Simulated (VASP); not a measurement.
# Y2HfF (Cmmm) in VASP: single point with PBE

Aim: the single point of Y2HfF with PBE.

Program: VASP 6.6.1. These are calculated values, not measurements. Logs are shortened: lines on timing, memory, paths and dates and some standing lists are left out, and cuts for length are marked.

**1. The cell of the first run**

Symmetry: Cmmm, No. 65, orthorhombic system. The conventional cell has a = 3.444 Å, b = 5.738 Å, c = 9.189 Å, α = 90.00°, β = 90.00°, γ = 90.00°. Within 3.4 Å of Y (site symmetry mm2) lie 2 F at 2.61 Å and 2 Hf at 3.15 Å and 4 Y at 3.35 Å. Within 4.1 Å of Hf (site symmetry mmm) lie 8 Y at 3.15 to 3.90 Å and 6 Hf at 3.35 to 3.44 Å. Within 3.4 Å of F (site symmetry mmm) lie 4 Y at 2.61 Å and 4 F at 3.35 Å.

**2. Single point, PBE**

Contents of INCAR:

```
PREC = Accurate
ENCUT = 520
EDIFF = 1E-6
ISMEAR = 0
SIGMA = 0.1
LREAL = F
LASPH = T
NELM = 100
ALGO = Normal
ISIF = 2
LWAVE = F
LCHARG = T
GGA = PE
LELF = T
LVHAR = T
NBANDS = 28
```

Contents of KPOINTS:

```
Automatic mesh
0
Gamma
  6 6 2
```

Contents of POSCAR:

```
Y2HfF
1.0
    1.7220264667     -2.8690819824      0.0000000000
    1.7220264667      2.8690819824      0.0000000000
    0.0000000000      0.0000000000      9.1889154792
Y Hf F
2 1 1
Direct
    0.5000000000      0.5000000000      0.2871405267
    0.5000000000      0.5000000000      0.7128594733
    0.0000000000      0.0000000000      0.0000000000
    0.0000000000      0.0000000000      0.5000000000
```

Potentials or basis: VASP PAW PBE potentials, release 64 (Y_sv, Hf_pv, F).

Started as:

```bash
$ cat potpaw_PBE.64/Y_sv/POTCAR potpaw_PBE.64/Hf_pv/POTCAR potpaw_PBE.64/F/POTCAR > POTCAR
$ mpirun -np 1 vasp_std > vasp.out
```

OUTCAR:

```text
PREC = Accurate
   ENCUT = 520
   EDIFF = 1E-6
   ISMEAR = 0
   LREAL = F
   LASPH = T
   NELM = 100
   ISIF = 2
   GGA = PE

 ion  position               nearest neighbor table
   1  0.500  0.500  0.287-   4 2.61   4 2.61   3 3.15   3 3.15   3 3.90   3 3.90   2 3.91
   2  0.500  0.500  0.713-   4 2.61   4 2.61   3 3.15   3 3.15   3 3.90   3 3.90   1 3.91
   3  0.000  0.000  0.000-   1 3.15   2 3.15   1 3.15   2 3.15   1 3.90   2 3.90   1 3.90   2 3.90

   4  0.000  0.000  0.500-   1 2.61   2 2.61   1 2.61   2 2.61

  LATTYP: Found a base centered orthorhombic cell.
 ALAT       =     3.4440529334
 B/A-ratio  =     1.6661079477
 C/A-ratio  =     2.6680529181

  Lattice vectors:

 A1 = (   1.7220264667,  -2.8690819824,   0.0000000000)
 A2 = (   1.7220264667,   2.8690819824,   0.0000000000)
 A3 = (   0.0000000000,   0.0000000000,   9.1889154792)

Analysis of symmetry for initial positions (statically):
=====================================================================
 Subroutine PRICEL returns:
 Original cell was already a primitive cell.

 Routine SETGRP: Setting up the symmetry group for a
 base centered orthorhombic supercell.

 Subroutine GETGRP returns: Found  8 space group operations
 (whereof  8 operations were pure point group operations)
 out of a pool of  8 trial point group operations.

The static configuration has the point symmetry D_2h.

Analysis of symmetry for dynamics (positions and initial velocities):
=====================================================================
 Subroutine PRICEL returns:
 Original cell was already a primitive cell.

 Routine SETGRP: Setting up the symmetry group for a
 base centered orthorhombic supercell.

 Subroutine GETGRP returns: Found  8 space group operations
 (whereof  8 operations were pure point group operations)
 out of a pool of  8 trial point group operations.

The dynamic configuration has the point symmetry D_2h.

 Subroutine INISYM returns: Found  8 space group operations
 (whereof  8 operations are pure point group operations),
 and found     1 'primitive' translations

----------------------------------------------------------------------------------------

                                     Primitive cell

  volume of cell :      90.7982

  direct lattice vectors                    reciprocal lattice vectors
     1.722026467 -2.869081982  0.000000000     0.290355584 -0.174271772  0.000000000
     1.722026467  2.869081982  0.000000000     0.290355584  0.174271772  0.000000000
     0.000000000  0.000000000  9.188915479     0.000000000  0.000000000  0.108826771

  length of vectors
     3.346192848  3.346192848  9.188915479     0.338639950  0.338639950  0.108826771

  position of ions in fractional coordinates (direct lattice)
     0.500000000  0.500000000  0.287140527
     0.500000000  0.500000000  0.712859473
     0.000000000  0.000000000  0.000000000
     0.000000000  0.000000000  0.500000000

  ion indices of the primitive-cell ions
   primitive index   ion index
                 1           1
                 2           2
                 3           3
                 4           4

----------------------------------------------------------------------------------------

 KPOINTS: Automatic mesh

Automatic generation of k-mesh.
 Grid dimensions read from file:
 generate k-points for:    6    6    2

 Generating k-lattice:

  Cartesian coordinates                     Fractional coordinates (reciprocal lattice)
     0.048392597 -0.029045295  0.000000000     0.166666667  0.000000000  0.000000000
     0.048392597  0.029045295  0.000000000     0.000000000  0.166666667  0.000000000
     0.000000000  0.000000000  0.054413385     0.000000000  0.000000000  0.500000000

  Length of vectors
     0.056439992  0.056439992  0.054413385

  Shift w.r.t. Gamma in fractional coordinates (k-lattice)
     0.000000000  0.000000000  0.000000000

 Subroutine IBZKPT returns following result:
 ===========================================

 Found     26 irreducible k-points:

 Following reciprocal coordinates:
            Coordinates               Weight
  0.000000  0.000000  0.000000      1.000000
  0.166667 -0.000000  0.000000      4.000000
  0.333333 -0.000000  0.000000      4.000000
  0.500000  0.000000  0.000000      2.000000
  0.166667  0.166667  0.000000      2.000000
  0.333333  0.166667  0.000000      4.000000
[... 16 lines left out ...]
  0.333333  0.333333  0.500000      2.000000
  0.500000  0.333333  0.500000      4.000000
 [... further k-points ...]
   k-points           NKPTS =     26   k-points in BZ     NKDIM =     26   number of bands    NBANDS=     28
   number of dos      NEDOS =    301   number of ions     NIONS =      4
   total plane-waves  NPLWV =  54880
   dimension x,y,z NGX =    28 NGY =   28 NGZ =   70
   dimension x,y,z NGXF=    56 NGYF=   56 NGZF=  140
   ions per type =               2   1   1
   NGX,Y,Z   is equivalent  to a cutoff of  13.91, 13.91, 12.66 a.u.
   NGXF,Y,Z  is equivalent  to a cutoff of  27.82, 27.82, 25.33 a.u.
 SYSTEM =  unknown system
   PREC   = accura    normal or accurate (medium, high low for compatibility)
   ISTART =      0    job   : 0-new  1-cont  2-samecut
   ICHARG =      2    charge: 1-file 2-atom 10-const
   ISPIN  =      1    spin polarized calculation?
   LNONCOLLINEAR =      F non collinear calculations
   LSORBIT =      F    spin-orbit coupling
   LASPH  =      T    aspherical Exc in radial PAW
   ENCUT  =  520.0 eV  38.22 Ry    6.18 a.u.   6.22  6.22 17.09*2*pi/ulx,y,z
   NELM   =    100;   NELMIN=  2; NELMDL= -5     # of ELM steps
   EDIFF  = 0.1E-05   stopping-criterion for ELM
   LREAL  =      F    real-space projection
   EDIFFG = 0.1E-04   stopping-criterion for IOM
   NSW    =      0    number of steps for IOM
   IBRION =     -1    ionic relax: 0-MD 1-quasi-New 2-CG
   NFREE  =      0    steps in history (QN), initial steepest desc. (CG)
   ISIF   =      2    stress and relaxation
   ISYM   =      2    0-nonsym 1-usesym 2-fastsym
   POTIM  = 0.5000    time-step for ionic-motion
   TEBEG  =    0.0;   TEEND  =   0.0 temperature during run
   PSTRESS=    0.0 pullay stress
   NELECT =      39.0000    total number of electrons
   NUPDOWN=      -1.0000    fix difference up-down
   EMIN   =  10.00;   EMAX   =-10.00  energy-range for DOS
   EFERMI =   0.00;   METHOD = LEGACY
   ISMEAR =     0;   SIGMA  =   0.10  broadening in eV -4-tet -1-fermi 0-gaus
   EFERMI_NEDOS =   21; number of points for ismear=-14 and -15
   IALGO  =     38    algorithm
   IMIX   =      4    mixing-type and parameters
     AMIX     =   0.40;   BMIX     =  1.00
     AMIX_MAG =   1.60;   BMIX_MAG =  1.00
  volume/ion in A,a.u.               =      22.70       153.18
  Fermi-wavevector in a.u.,A,eV,Ry     =   1.235200  2.334190 20.758675  1.525720
  Thomas-Fermi vector in A             =   2.369859
   LORBIT       =      0    0 simple, 1 ext, 2 COOP (PROOUT), +10 PAW based schemes
   GGA     = PE    functional components
   LHFCALC =     F    Hartree Fock is set to
   AEXX    =    0.0000 exact exchange contribution
   IVDW    =     0    specifies the selected vdW correction
   LEPSILON=     F    determine dielectric tensor
   LRPA    =     F    only Hartree local field effects (RPA)
 non-spin polarized calculation
 Gauss-broadening in eV      SIGMA  =   0.10
  energy-cutoff  :      520.00
  volume of cell :       90.80
 maximum number of plane-waves:      2484
 NGX is ok and might be reduce to    28
   NGX = 13   NGY = 13   NGZ = 35

 number of electron      38.9999995 magnetization

 Free energy of the ion-electron system (eV)
  ---------------------------------------------------
  ext. energy  EPLUGINS =         0.00000000
  ---------------------------------------------------
  free energy    TOTEN  =       -28.16397803 eV

  energy without entropy =      -28.13742029  energy(sigma->0) =      -28.15069916

 E-fermi :   4.2382     XC(G=0): -10.1382

 val. band max:        4.2133039947   @ k =   0.1667   0.1667   0.5000
 cond. band min:       4.2509992264   @ k =   0.5000   0.1667   0.0000
 fundamental gap:      0.0376952317
 Fermi energy:         4.2381950675

 k-point     1 :       0.0000    0.0000    0.0000
  band No.  band energies     occupation
      1     -38.6481      2.00000
      2     -38.6431      2.00000
      3     -26.4303      2.00000
      4     -26.2248      2.00000
      5     -26.1791      2.00000
      6     -21.6142      2.00000
[... 20 lines left out ...]
     27       6.5475      0.00000
     28       7.2554      0.00000

 k-point     2 :       0.1667   -0.0000    0.0000
  band No.  band energies     occupation
      1     -38.6262      2.00000
      2     -38.6214      2.00000
      3     -26.4193      2.00000
      4     -26.2945      2.00000
      5     -26.2059      2.00000
      6     -21.5814      2.00000
[... 20 lines left out ...]
     27       7.0808      0.00000
     28       7.2861      0.00000

 k-point     3 :       0.3333   -0.0000    0.0000
  band No.  band energies     occupation
      1     -38.5821      2.00000
      2     -38.5776      2.00000
      3     -26.4464      2.00000
      4     -26.3972      2.00000
      5     -26.2430      2.00000
      6     -21.5219      2.00000
[... 20 lines left out ...]
     27       7.8036      0.00000
     28       7.9913      0.00000

 k-point     4 :       0.5000    0.0000    0.0000
  band No.  band energies     occupation
      1     -38.5599      2.00000
      2     -38.5556      2.00000
      3     -26.5217      2.00000
      4     -26.3862      2.00000
      5     -26.2603      2.00000
      6     -21.4968      2.00000
[... 20 lines left out ...]
     27       8.1245      0.00000
     28       8.6851      0.00000

 k-point     5 :       0.1667    0.1667    0.0000
  band No.  band energies     occupation
      1     -38.5949      2.00000
      2     -38.5903      2.00000
      3     -26.4034      2.00000
      4     -26.3870      2.00000
      5     -26.2503      2.00000
      6     -21.5372      2.00000
[... 20 lines left out ...]
     27       7.5425      0.00000
     28       8.2065      0.00000

 k-point     6 :       0.3333    0.1667    0.0000
  band No.  band energies     occupation
      1     -38.5600      2.00000
      2     -38.5556      2.00000
      3     -26.4767      2.00000
      4     -26.3862      2.00000
      5     -26.3073      2.00000
      6     -21.4943      2.00000
[... 463 lines left out ...]
      5     -26.2705      2.00000
      6     -21.5295      2.00000
[... 20 lines left out ...]
     27       7.5974      0.00000
     28       7.8626      0.00000

 k-point    22 :      -0.1667    0.1667    0.5000
  band No.  band energies     occupation
      1     -38.6236      2.00000
      2     -38.6176      2.00000
      3     -26.4179      2.00000
      4     -26.2646      2.00000
      5     -26.2476      2.00000
      6     -21.5784      2.00000
[... 20 lines left out ...]
     27       6.6045      0.00000
     28       7.0360      0.00000

 k-point    23 :       0.3333    0.3333    0.5000
  band No.  band energies     occupation
      1     -38.5439      2.00000
      2     -38.5396      2.00000
      3     -26.4310      2.00000
      4     -26.4178      2.00000
      5     -26.3783      2.00000
      6     -21.4687      2.00000
[... 20 lines left out ...]
     27       8.0019      0.00000
     28       8.2834      0.00000

 k-point    24 :       0.5000    0.3333    0.5000
  band No.  band energies     occupation
      1     -38.5504      2.00000
      2     -38.5454      2.00000
      3     -26.4745      2.00000
      4     -26.3816      2.00000
      5     -26.3437      2.00000
      6     -21.4751      2.00000
[... 20 lines left out ...]
     27       8.0010      0.00000
     28       8.0147      0.00000

 [... further k-points ...]
[... 5 lines left out ...]
  --------------------------------------------------------------------------------------
  -------------------------------------------------------------------------------------
  Total       -0.1314461     -0.0059477     -0.0087916      0.0000000      0.0000000      0.0000000
  in kB       -2.3194295     -0.1049507     -0.1551317      0.0000000      0.0000000      0.0000000
  external PRESSURE =      -0.8598373 kB  Pullay stress =       0.0000000 kB

 VOLUME and BASIS-vectors are now :
 -----------------------------------------------------------------------------
  energy-cutoff  :      520.00
  volume of cell :       90.80
      direct lattice vectors                 reciprocal lattice vectors
     1.722026467 -2.869081982  0.000000000     0.290355584 -0.174271772  0.000000000
     1.722026467  2.869081982  0.000000000     0.290355584  0.174271772  0.000000000
     0.000000000  0.000000000  9.188915479     0.000000000  0.000000000  0.108826771

 POSITION                                       TOTAL-FORCE (eV/Angst)
 -----------------------------------------------------------------------------------
      1.72203      0.00000      2.63851         0.000000      0.000000     -0.014778
      1.72203      0.00000      6.55041         0.000000      0.000000      0.014778
      0.00000      0.00000      0.00000        -0.000000      0.000000      0.000000
      0.00000      0.00000      4.59446        -0.000000      0.000000      0.000000
 -----------------------------------------------------------------------------------
    total drift:                                0.000000      0.000000      0.000000

  FREE ENERGIE OF THE ION-ELECTRON SYSTEM (eV)
  ---------------------------------------------------
  free  energy   TOTEN  =       -28.1639780252 eV

  energy  without entropy=      -28.1374202946  energy(sigma->0) =      -28.15069916
```

Wall time 43 s (1 thread of Intel Xeon 6975P-C (Granite Rapids), shared host); peak memory 0.27 GiB.

What came out:

- Free energy: -28.1640 eV
- Pressure: -0.1 GPa
- Largest force: 0.015 eV/Å

Forces in eV/Å, atoms in the order of the input:
```
Y    0.000  0.000 -0.015
Y    0.000  0.000  0.015
Hf   0.000  0.000  0.000
F    0.000  0.000  0.000
```

Levels at points of the mesh, in eV from the Fermi level:
```
           k point  band 18  band 19  band 20  band 21  band 22  band 23
(0.00, 0.00, 0.00)    -2.63     0.37     0.63     0.90     0.94     1.58
(0.50, 0.00, 0.00)    -1.38    -0.43    -0.37     0.37     0.45     1.38
(0.50, 0.50, 0.00)    -1.74    -0.87    -0.62     1.05     1.83     1.86
(0.00, 0.00, 0.50)    -2.24     0.16     0.72     0.99     1.25     1.46
(0.50, 0.00, 0.50)    -1.57    -0.36    -0.28    -0.08     0.45     1.93
(0.50, 0.50, 0.50)    -1.33    -1.26    -0.88     1.20     1.54     1.71
```

Caveat: spin-orbit coupling is left out, which moves the levels of the heavy elements; an odd number of electrons without spin polarisation forces a metal; a magnetic or distorted state may lie lower.
